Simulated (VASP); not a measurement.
# FeO (P4_2/mmc) in VASP: further runs

FeO is run at these levels: PBEsol+U; tasks: single point.

Program: VASP 6.6.1. These are calculated values, not measurements. Logs are shortened: lines on timing, memory, paths and dates and some standing lists are left out, and cuts for length are marked.

## (1) The cell of the first run

Symmetry: P4_2/mmc, No. 131, tetragonal system. The conventional cell has a = 3.046 Å, b = 3.046 Å, c = 5.464 Å, α = 90.00°, β = 90.00°, γ = 90.00°. Fe (site symmetry mmm) has 4 O at 2.05 Å within 2.7 Å. O (site symmetry -4m2) has 4 Fe at 2.05 Å and 2 O at 2.73 Å within 2.8 Å.

## (2) Single point, PBEsol+U, collinear spin, ferromagnetic start

POSCAR

```
FeO
1.0
    3.0458920022      0.0000000000      0.0000000000
    0.0000000000      3.0458920022      0.0000000000
    0.0000000000      0.0000000000      5.4642115070
Fe O
2 2
Direct
    0.5000000000      0.0000000000      0.5000000000
    0.0000000000      0.5000000000      0.0000000000
    0.5000000000      0.5000000000      0.2500000000
    0.5000000000      0.5000000000      0.7500000000
```

INCAR.step1

```
SYSTEM = FeO
ALGO = Normal
EDIFF = 1E-6
ENCUT = 520
GGA = PS
GGA_COMPAT = .False.
ISIF = 2
ISMEAR = -1
ISPIN = 2
LASPH = .True.
LCHARG = .True.
LDAU = .True.
LDAUJ = 0 0
LDAUL = 2 -1
LDAUPRINT = 1
LDAUTYPE = 2
LDAUU = 1 0
LMAXMIX = 4
LORBIT = 11
LREAL = .False.
LWAVE = .False.
MAGMOM = 3 3 0 0
NBANDS = 26
NEDOS = 2001
NELM = 200
PREC = Accurate
SIGMA = 0.05
```

KPOINTS.step1

```
k-points
0
Gamma
  9 9 5
  0 0 0
```

INCAR.step2

```
SYSTEM = FeO
ALGO = Normal
EDIFF = 1E-6
ENCUT = 520
GGA = PS
GGA_COMPAT = .False.
ICHARG = 11
ISIF = 2
ISMEAR = -5
ISPIN = 2
LASPH = .True.
LCHARG = .False.
LDAU = .True.
LDAUJ = 0 0
LDAUL = 2 -1
LDAUPRINT = 1
LDAUTYPE = 2
LDAUU = 1 0
LMAXMIX = 4
LORBIT = 10
LREAL = .False.
LWAVE = .False.
MAGMOM = 3 3 0 0
NEDOS = 2001
NELM = 200
PREC = Accurate
SIGMA = 0.05
```

KPOINTS.step2

```
k-points
0
Gamma
  14 14 8
  0 0 0
```

Potentials or basis: VASP PAW PBE potentials, release 64 (Fe, O).

Started as:

```sh
> cat potpaw_PBE.64/Fe/POTCAR potpaw_PBE.64/O/POTCAR > POTCAR
> cp INCAR.step1 INCAR
> cp KPOINTS.step1 KPOINTS
> mpirun -np 1 vasp_std > vasp.out
> cp INCAR.step2 INCAR
> cp KPOINTS.step2 KPOINTS
> mpirun -np 1 vasp_std > vasp.out
```

OUTCAR:

```text
SYSTEM = FeO
   EDIFF = 1E-6
   ENCUT = 520
   GGA = PS
   ICHARG = 11
   ISIF = 2
   ISMEAR = -5
   ISPIN = 2
   LASPH = .True.
   LORBIT = 10
   LREAL = .False.
   NELM = 200
   PREC = Accurate

 ion  position               nearest neighbor table
   1  0.500  0.000  0.500-   3 2.05   4 2.05   3 2.05   4 2.05
   2  0.000  0.500  0.000-   3 2.05   4 2.05   3 2.05   4 2.05
   3  0.500  0.500  0.250-   1 2.05   2 2.05   1 2.05   2 2.05
   4  0.500  0.500  0.750-   1 2.05   2 2.05   1 2.05   2 2.05

  LATTYP: Found a simple tetragonal cell.
 ALAT       =     3.0458920022
 C/A-ratio  =     1.7939610147

  Lattice vectors:

 A1 = (   3.0458920022,   0.0000000000,   0.0000000000)
 A2 = (   0.0000000000,   3.0458920022,   0.0000000000)
 A3 = (   0.0000000000,   0.0000000000,   5.4642115070)

Analysis of symmetry for initial positions (statically):
=====================================================================
 Subroutine PRICEL returns:
 Original cell was already a primitive cell.

 Routine SETGRP: Setting up the symmetry group for a
 simple tetragonal supercell.

 Subroutine GETGRP returns: Found 16 space group operations
 (whereof  8 operations were pure point group operations)
 out of a pool of 16 trial point group operations.

The static configuration has the point symmetry D_2h.
 The point group associated with its full space group is D_4h.

Analysis of symmetry for dynamics (positions and initial velocities):
=====================================================================
 Subroutine PRICEL returns:
 Original cell was already a primitive cell.

 Routine SETGRP: Setting up the symmetry group for a
 simple tetragonal supercell.

 Subroutine GETGRP returns: Found 16 space group operations
 (whereof  8 operations were pure point group operations)
 out of a pool of 16 trial point group operations.

The dynamic configuration has the point symmetry D_2h.
 The point group associated with its full space group is D_4h.

Analysis of structural, dynamic, and magnetic symmetry:
=====================================================================
 Subroutine PRICEL returns:
 Original cell was already a primitive cell.

 Routine SETGRP: Setting up the symmetry group for a
 simple tetragonal supercell.

 Subroutine GETGRP returns: Found 16 space group operations
 (whereof  8 operations were pure point group operations)
 out of a pool of 16 trial point group operations.

The overall configuration has the point symmetry D_2h.
 The point group associated with its full space group is D_4h.

 Subroutine INISYM returns: Found 16 space group operations
 (whereof  8 operations are pure point group operations),
 and found     1 'primitive' translations

----------------------------------------------------------------------------------------

                                     Primitive cell

  volume of cell :      50.6940

  direct lattice vectors                    reciprocal lattice vectors
     3.045892002  0.000000000  0.000000000     0.328311050  0.000000000  0.000000000
     0.000000000  3.045892002  0.000000000     0.000000000  0.328311050  0.000000000
     0.000000000  0.000000000  5.464211507     0.000000000  0.000000000  0.183009021

  length of vectors
     3.045892002  3.045892002  5.464211507     0.328311050  0.328311050  0.183009021

  position of ions in fractional coordinates (direct lattice)
     0.500000000  0.000000000  0.500000000
[... 145 lines left out ...]

 occupancies and eigenvectors

  o =  0.0627  v =  0.0000  0.0000  0.0000  0.0000  0.0000  1.0000  0.0000  0.0000  0.0000  0.0000      0.0000  0.0000  0.0000  0.0000  0.0000  0.0000  0.0000  0.0000  0.0000  0.0000
  o =  0.1165  v =  0.0000  0.0000  0.0000  0.0000  0.0000  0.0000 -0.0000  0.8621  0.0000  0.5067      0.0000  0.0000  0.0000  0.0000  0.0000  0.0000  0.0000  0.0000  0.0000  0.0000
  o =  0.1535  v =  0.0000  0.0000  0.0000  0.0000  0.0000  0.0000  0.0000  0.0000  1.0000  0.0000      0.0000  0.0000  0.0000  0.0000  0.0000  0.0000  0.0000  0.0000  0.0000  0.0000
  o =  0.2385  v =  0.0000  0.0000  0.0000  0.0000  0.0000  0.0000  1.0000  0.0000  0.0000  0.0000      0.0000  0.0000  0.0000  0.0000  0.0000  0.0000  0.0000  0.0000  0.0000  0.0000
  o =  0.6124  v =  0.0000  0.0000  0.0000  0.0000  0.0000  0.0000  0.0000  0.5067  0.0000 -0.8621      0.0000  0.0000  0.0000  0.0000  0.0000  0.0000  0.0000  0.0000  0.0000  0.0000
  o =  0.9134  v =  0.0000  0.0000 -0.4649  0.0000  0.8853  0.0000  0.0000  0.0000  0.0000  0.0000      0.0000  0.0000  0.0000  0.0000  0.0000  0.0000  0.0000  0.0000  0.0000  0.0000
  o =  0.9543  v =  0.0000  0.0000  0.0000  1.0000  0.0000  0.0000  0.0000  0.0000  0.0000  0.0000      0.0000  0.0000  0.0000  0.0000  0.0000  0.0000  0.0000  0.0000  0.0000  0.0000
  o =  0.9561  v =  1.0000  0.0000  0.0000  0.0000  0.0000  0.0000  0.0000  0.0000  0.0000  0.0000      0.0000  0.0000  0.0000  0.0000  0.0000  0.0000  0.0000  0.0000  0.0000  0.0000
  o =  0.9635  v =  0.0000 -0.0000  0.8853  0.0000  0.4649  0.0000  0.0000  0.0000  0.0000  0.0000      0.0000  0.0000  0.0000  0.0000  0.0000  0.0000  0.0000  0.0000  0.0000  0.0000
  o =  1.0175  v =  0.0000 -1.0000 -0.0000  0.0000 -0.0000  0.0000  0.0000  0.0000  0.0000  0.0000      0.0000  0.0000  0.0000  0.0000  0.0000  0.0000  0.0000  0.0000  0.0000  0.0000

atom =   2  type =  1  l = 2

 onsite density matrix

spin component  1

  0.9561  0.0000 -0.0000  0.0000  0.0000
  0.0000  0.9543  0.0000 -0.0000  0.0000
 -0.0000  0.0000  0.9527  0.0000 -0.0206
  0.0000 -0.0000  0.0000  1.0175  0.0000
  0.0000  0.0000 -0.0206  0.0000  0.9243

spin component  2

  0.0627  0.0000 -0.0000  0.0000 -0.0000
  0.0000  0.1535  0.0000  0.0000  0.0000
 -0.0000  0.0000  0.2438  0.0000  0.2166
  0.0000  0.0000  0.0000  0.2385  0.0000
 -0.0000  0.0000  0.2166  0.0000  0.4851

 occupancies and eigenvectors

  o =  0.0627  v =  0.0000  0.0000  0.0000  0.0000  0.0000  1.0000  0.0000  0.0000  0.0000  0.0000      0.0000  0.0000  0.0000  0.0000  0.0000  0.0000  0.0000  0.0000  0.0000  0.0000
  o =  0.1165  v =  0.0000  0.0000  0.0000  0.0000  0.0000  0.0000 -0.0000  0.8621 -0.0000 -0.5067      0.0000  0.0000  0.0000  0.0000  0.0000  0.0000  0.0000  0.0000  0.0000  0.0000
  o =  0.1535  v =  0.0000  0.0000  0.0000  0.0000  0.0000  0.0000 -1.0000 -0.0000  0.0000  0.0000      0.0000  0.0000  0.0000  0.0000  0.0000  0.0000  0.0000  0.0000  0.0000  0.0000
  o =  0.2385  v =  0.0000  0.0000  0.0000  0.0000  0.0000  0.0000 -0.0000 -0.0000 -1.0000  0.0000      0.0000  0.0000  0.0000  0.0000  0.0000  0.0000  0.0000  0.0000  0.0000  0.0000
  o =  0.6124  v =  0.0000  0.0000  0.0000  0.0000  0.0000  0.0000  0.0000 -0.5067  0.0000 -0.8621      0.0000  0.0000  0.0000  0.0000  0.0000  0.0000  0.0000  0.0000  0.0000  0.0000
  o =  0.9134  v =  0.0000  0.0000  0.4649  0.0000  0.8853  0.0000  0.0000  0.0000  0.0000  0.0000      0.0000  0.0000  0.0000  0.0000  0.0000  0.0000  0.0000  0.0000  0.0000  0.0000
  o =  0.9543  v =  0.0000  1.0000 -0.0000  0.0000  0.0000  0.0000  0.0000  0.0000  0.0000  0.0000      0.0000  0.0000  0.0000  0.0000  0.0000  0.0000  0.0000  0.0000  0.0000  0.0000
  o =  0.9561  v =  1.0000  0.0000  0.0000  0.0000  0.0000  0.0000  0.0000  0.0000  0.0000  0.0000      0.0000  0.0000  0.0000  0.0000  0.0000  0.0000  0.0000  0.0000  0.0000  0.0000
  o =  0.9635  v =  0.0000 -0.0000 -0.8853  0.0000  0.4649  0.0000  0.0000  0.0000  0.0000  0.0000      0.0000  0.0000  0.0000  0.0000  0.0000  0.0000  0.0000  0.0000  0.0000  0.0000
  o =  1.0175  v =  0.0000  0.0000  0.0000 -1.0000  0.0000  0.0000  0.0000  0.0000  0.0000  0.0000      0.0000  0.0000  0.0000  0.0000  0.0000  0.0000  0.0000  0.0000  0.0000  0.0000

 number of electron      28.0000005 magnetization       7.9780837

 Free energy of the ion-electron system (eV)
  ---------------------------------------------------
  ext. energy  EPLUGINS =         0.00000000
  ---------------------------------------------------
  free energy    TOTEN  =       -30.19355207 eV

  energy without entropy =      -30.19355207  energy(sigma->0) =      -30.19355207

 E-fermi :   3.7602     XC(G=0): -10.9855

 val. band max:        3.8013721988   @ k =   0.5000   0.5000   0.2500
 cond. band min:       3.7493875576   @ k =   0.3571   0.2857   0.1250
 fundamental gap:     -0.0519846412
 Fermi energy:         3.7602151803

 spin component 1

 k-point     1 :       0.0000    0.0000    0.0000
  band No.  band energies     occupation
      1     -15.9745      1.00000
      2     -14.9374      1.00000
      3      -4.6924      1.00000
      4      -2.7039      1.00000
      5      -2.7039      1.00000
      6      -1.3275      1.00000
[... 1145 lines left out ...]
     20       8.9898      0.00000
     21      11.7909      0.00000

 [... further k-points ...]

------------------------ aborting loop because EDIFF is reached ----------------------------------------

  FORCE on cell =-STRESS in cart. coord.  units (eV):
  Direction    XX          YY          ZZ          XY          YZ          ZX
  --------------------------------------------------------------------------------------
  -------------------------------------------------------------------------------------
  Total       -3.0827216     -3.0827216     -4.8733037      0.0000000      0.0000000      0.0000000
  in kB      -97.4290324    -97.4290324   -154.0201548      0.0000000      0.0000000      0.0000000
  external PRESSURE =    -116.2927399 kB  Pullay stress =       0.0000000 kB

 VOLUME and BASIS-vectors are now :
 -----------------------------------------------------------------------------
  energy-cutoff  :      520.00
  volume of cell :       50.69
      direct lattice vectors                 reciprocal lattice vectors
     3.045892002  0.000000000  0.000000000     0.328311050  0.000000000  0.000000000
     0.000000000  3.045892002  0.000000000     0.000000000  0.328311050  0.000000000
     0.000000000  0.000000000  5.464211507     0.000000000  0.000000000  0.183009021

 POSITION                                       TOTAL-FORCE (eV/Angst)
 -----------------------------------------------------------------------------------
      1.52295      0.00000      2.73211         0.000000      0.000000     -0.000000
      0.00000      1.52295      0.00000         0.000000      0.000000     -0.000000
      1.52295      1.52295      1.36605        -0.000000     -0.000000      0.000000
      1.52295      1.52295      4.09816         0.000000      0.000000     -0.000000
 -----------------------------------------------------------------------------------
    total drift:                                0.000000     -0.000000     -0.000000

  FREE ENERGIE OF THE ION-ELECTRON SYSTEM (eV)
  ---------------------------------------------------
  free  energy   TOTEN  =       -30.1935520682 eV

  energy  without entropy=      -30.1935520682  energy(sigma->0) =      -30.19355207

 total charge

# of ion       s       p       d       tot
------------------------------------------
    1        0.351   0.376   5.966   6.693
    2        0.351   0.376   5.966   6.693
    3        1.555   3.417   0.000   4.971
    4        1.555   3.417   0.000   4.971
--------------------------------------------------
tot          3.811   7.586  11.933  23.329

 magnetization (x)

# of ion       s       p       d       tot
------------------------------------------
    1        0.024   0.017   3.625   3.667
    2        0.024   0.017   3.625   3.667
    3        0.019   0.238   0.000   0.257
    4        0.019   0.238   0.000   0.257
--------------------------------------------------
tot          0.087   0.512   7.251   7.849
```

Wall time 3.3 min (1 thread of Oxide Virtual Turin-like, shared host); peak memory 0.35 GiB.

What came out:

```yaml
Net_moment: 7.98 μB per cell
Site_moments: Fe +3.67; O +0.26 μB
Valence_electrons_inside_the_program's_atomic_spheres: Fe 6.69; O 4.97
```

Eigenvalues of the final occupation matrices:
| site | spin | trace | eigenvalues |
| --- | --- | --- | --- |
| site 1 d | 1 | 4.80 | 0.91 0.95 0.96 0.96 1.02 |
| site 1 d | 2 | 1.18 | 0.06 0.12 0.15 0.24 0.61 |
| site 2 d | 1 | 4.80 | 0.91 0.95 0.96 0.96 1.02 |
| site 2 d | 2 | 1.18 | 0.06 0.12 0.15 0.24 0.61 |

Caveat: the PAW data sets were made with another functional, which shifts forces and pressure a little; the run started ferromagnetic, and an antiferromagnetic order may lie lower in energy. The state reached can hang on the start; a lower one may exist.

[end of part 1 of 2]
